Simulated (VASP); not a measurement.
PtSe2: single point with PBE

The system is PtSe2.

```
Se Pt
1.0
     3.78572    0.00000    0.00000
    -1.89286    3.27853    0.00000
     0.00000    0.00000    5.10947
Se Pt
2 1
Direct
  0.33330 0.66670 0.25500
  0.66670 0.33330 0.74500
  0.00000 0.00000 0.00000
```

| Quantity | Value |
| --- | --- |
| Program | VASP 6.6.1 |
| Task | single point |
| Functional | PBE |
| Potentials or basis | VASP PAW PBE potentials, release 64 (Se, Pt) |
| Cutoff | 520 eV |
| k mesh | 6 × 6 × 4 |
| Occupations | fermi-dirac, width 0.1 eV |
| Spin | no spin polarisation |
| Dipole correction | no |
| Further INCAR settings | ALGO = Normal; EDIFF = 1e-07; NBANDS = 18 |

```yaml
Pressure: 0.1 GPa
Largest_force: 0.168 eV/Å
Band_gap_on_the_k_mesh: zero (band 11 reaches 6.39 eV, above the bottom of band 12 at 5.91 eV)
```

Forces in eV/Å, atoms in the order of the input:
```
Se   0.001 -0.001 -0.168
Se  -0.001  0.001  0.168
Pt   0.000  0.000  0.000
```

Stress tensor (GPa, compression positive):
```
0.16 0.00 0.01
0.00 0.16 0.00
0.01 0.00 0.07
```

Levels at points of the mesh, in eV from the Fermi level:
```
           k point  band 9  band 10  band 11  band 12  band 13  band 14
(0.00, 0.00, 0.00)   -0.94    -0.93     0.51     1.34     1.34     3.74
(0.50, 0.00, 0.00)   -3.16    -3.11    -2.78     0.63     2.24     4.76
(0.50, 0.50, 0.00)   -3.17    -3.11    -2.78     0.63     2.24     4.76
(0.00, 0.00, 0.50)   -1.69    -1.40    -1.40     2.18     2.18     4.91
(0.50, 0.00, 0.50)   -2.93    -2.53    -1.23     0.90     1.42     4.47
(0.50, 0.50, 0.50)   -2.93    -2.53    -1.23     0.90     1.42     4.47
```

Run time: 46 s on 1 thread of Intel(R) Xeon(R) Platinum 8259CL CPU @ 2.50GHz (Skylake/Cascade Lake), with other jobs on the host, peak memory 0.21 GiB.

Caveat: spin-orbit coupling is left out, which moves the levels of the heavy elements.
